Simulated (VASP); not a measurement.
Cu: single point with PBEsol

Crystal: Cu.

```
Cu
1.0
    -1.52936    1.44279    1.37608
     1.52936   -1.44279    1.37608
     1.52936    1.44279   -1.37608
Cu
1
Direct
  0.00000 0.00000 0.00000
```

This cell differs from its parent crystal: strain +0.0600 x Voigt [1, 0, 0, 0, 0, 0].

| Quantity | Value |
| --- | --- |
| Program | VASP 6.6.1 |
| Task | single point |
| Functional | PBEsol |
| Potentials or basis | VASP PAW PBE potentials, release 64 (Cu) |
| Cutoff | 520 eV |
| k mesh | 24 × 24 × 24 |
| Occupations | gaussian, width 0.15 eV |
| Spin | no spin polarisation |
| Dipole correction | no |
| Further INCAR settings | ALGO = Fast; EDIFF = 1e-06; NBANDS = 12 |

```yaml
Pressure: -8.7 GPa
Band_gap_on_the_k_mesh: zero (an odd number of electrons rules out a gap without spin polarisation)
```

Stress tensor (GPa, compression positive):
```
-7.80  0.00  0.00
 0.00 -9.40  0.00
 0.00  0.00 -8.77
```

Levels at points of the mesh, in eV from the Fermi level:
```
           k point  band 3  band 4  band 5  band 6  band 7  band 8  band 9  band 10
(0.00, 0.00, 0.00)   -2.98   -2.80   -2.24   -1.90   23.56   24.16   25.79    26.81
(0.50, 0.00, 0.00)   -1.94   -1.77   -1.32   -0.12    4.79   15.75   15.94    19.82
(0.00, 0.50, 0.00)   -2.22   -1.80   -1.36   -0.54    4.21   17.31   17.38    21.11
(0.50, 0.50, 0.00)   -2.33   -1.96   -1.38   -0.89    3.68   18.65   18.72    22.29
(0.50, 0.50, 0.50)   -1.55   -1.49   -1.45    6.14    8.16   10.01   11.98    13.86
```

Wall time 2.8 min on 1 thread of Intel(R) Xeon(R) Platinum 8488C (Sapphire Rapids), on a shared host, peak memory 0.37 GiB.

Caveat: the cell differs from its parent crystal (strain +0.0600 x Voigt [1, 0, 0, 0, 0, 0]); the cell stands under tension; the PAW data sets were made with another functional, which shifts forces and pressure a little.
